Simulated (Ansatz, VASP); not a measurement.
This is a calculation of Mg for Ansatz 0.2.0.

The input input.yaml:

```yaml
crystal:
  lattice:
    - [3.1659257641, 0.0, 0.0]
    - [-1.582962882, 2.7417721382, 0.0]
    - [0.0, 0.0, 5.1398819084]
  atoms:
    - { symbol: Mg, position: [0.6666666667, 0.3333333333, 0.75] }
    - { symbol: Mg, position: [0.3333333333, 0.6666666667, 0.25] }
hamiltonian:
  xc: lda
  pseudopotentials: { kind: paw }
kpoints:
  mp_grid: { grid: [10, 10, 5] }
scf:
  occupations: { method: fermi_dirac, width: 0.05 }
output:
  forces: true
  stress: true
  eigenvalues: true
```

Potentials or basis: Ansatz PAW.

Run with:

```sh
$ ansatz run input.yaml --threads 2 --pin off --max-ram 5120MiB --backend cpu --events-out ev --progress --plain --runs-dir out
```

Problem. Translate it to VASP 6.6.1. Potentials there: VASP PAW LDA potentials, release 64 (Mg).

Solution. As run (the cutoff follows the program's own potentials):

File INCAR:

```
SYSTEM = Mg
PREC     = Accurate       ! precision mode
ENCUT    = 520            ! plane-wave cutoff, eV
EDIFF    = 1E-7           ! SCF threshold, eV
ISMEAR   = -1             ! smearing method
SIGMA    = 0.05           ! smearing width, eV
LREAL    = .FALSE.        ! projectors in reciprocal space
LASPH    = .TRUE.         ! aspherical terms in the spheres
NELM     = 80             ! most SCF steps
ALGO     = Normal         ! electronic algorithm
ISIF     = 2              ! what is computed and relaxed
LWAVE    = .FALSE.        ! write WAVECAR
LCHARG   = .TRUE.         ! write CHGCAR
LELF     = .TRUE.         ! ELF
LVHAR    = .TRUE.       
NBANDS   = 9              ! bands
```

File KPOINTS:

```
regular mesh
0
G
  10 10 5
  0 0 0
```

The input POSCAR:

```
Mg
1.0
    3.1659257641      0.0000000000      0.0000000000
   -1.5829628820      2.7417721382      0.0000000000
    0.0000000000      0.0000000000      5.1398819084
Mg
2
Direct
    0.6666666667      0.3333333333      0.7500000000
    0.3333333333      0.6666666667      0.2500000000
```

Potentials or basis: VASP PAW LDA potentials, release 64 (Mg).

Run with:

```sh
$ cat potpaw_LDA.64/Mg/POTCAR > POTCAR
$ mpirun -np 1 vasp_std > vasp.out
```

Both were run:

|  | VASP | Ansatz | Ansatz less VASP |
| --- | --- | --- | --- |
| gap on the k mesh at the Fermi level (eV) | none | none | - |
| pressure (GPa) | -1.4 | -1.1 | +0.33 |
| traceless stress, the component that is largest in VASP (GPa) | 0.82 | 0.83 | +0.007 |

LDA's correlation is that of Perdew and Zunger in VASP and of Perdew and Wang (1992) in Ansatz. A gap of «none» marks a metal or a gap that the smearing closes. VASP's potentials hold 4 valence electrons a cell and Ansatz's 20, so a difference there can come from the potentials and not from the codes.
